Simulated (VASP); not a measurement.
Set up this calculation in VASP 6.6.1, as the native input.

```yaml
Task: single point
Functional: PBE
Potentials_or_basis: VASP PAW PBE potentials, release 64 (W_sv, S)
Cutoff: 520 eV
k_mesh: 10 × 10 × 3
Occupations: fermi-dirac, width 0.05 eV
Spin: no spin polarisation
Dipole_correction: no
Further_INCAR_settings: ALGO = Normal; EDIFF = 1e-07; NBANDS = 35
```

The structure of WS2 (Tungstenite) lies in POSCAR:

```
WS2
1.0
    3.1370217585      0.0000000000      0.0000000000
   -1.5685108793      2.7167405351      0.0000000000
    0.0000000000      0.0000000000     12.3310603717
W S
2 4
Direct
    0.6666666667      0.3333333333      0.7500000000
    0.3333333333      0.6666666667      0.2500000000
    0.6666666667      0.3333333333      0.3750000000
    0.3333333333      0.6666666667      0.8750000000
    0.6666666667      0.3333333333      0.1250000000
    0.3333333333      0.6666666667      0.6250000000
```

These files were run (other wordings do the same):

INCAR

```
  PREC = Accurate
  ENCUT = 520
  EDIFF = 1E-7
  ISMEAR = -1
  SIGMA = 0.05
  LREAL = F
  LASPH = T
  NELM = 100
  ALGO = Normal
  ISIF = 2
  LWAVE = F
  LCHARG = F
  GGA = PE
  NBANDS = 35
```

KPOINTS

```
Automatic mesh
0
Gamma
  10 10 3
```

Potentials or basis: VASP PAW PBE potentials, release 64 (W_sv, S).

Command:

```console
$ cat potpaw_PBE.64/W_sv/POTCAR potpaw_PBE.64/S/POTCAR > POTCAR
$ mpirun -np 1 vasp_std > vasp.out
```

It gave:

```json
{
  "Pressure": "9.5 GPa",
  "Largest force": "0.893 eV/Å",
  "Band gap on the k mesh": "1.10 eV, indirect (least direct gap 2.20 eV)"
}
```

Caveat: spin-orbit coupling is left out, which moves the levels of the heavy elements; this functional lacks dispersion, which binds the layers, so the pressure and a relaxed spacing across them are unreliable.

It took 3.2 min on 1 thread of AMD EPYC 7R43 64-Core Processor (Zen 3), with other jobs on the host, peak memory 0.22 GiB.
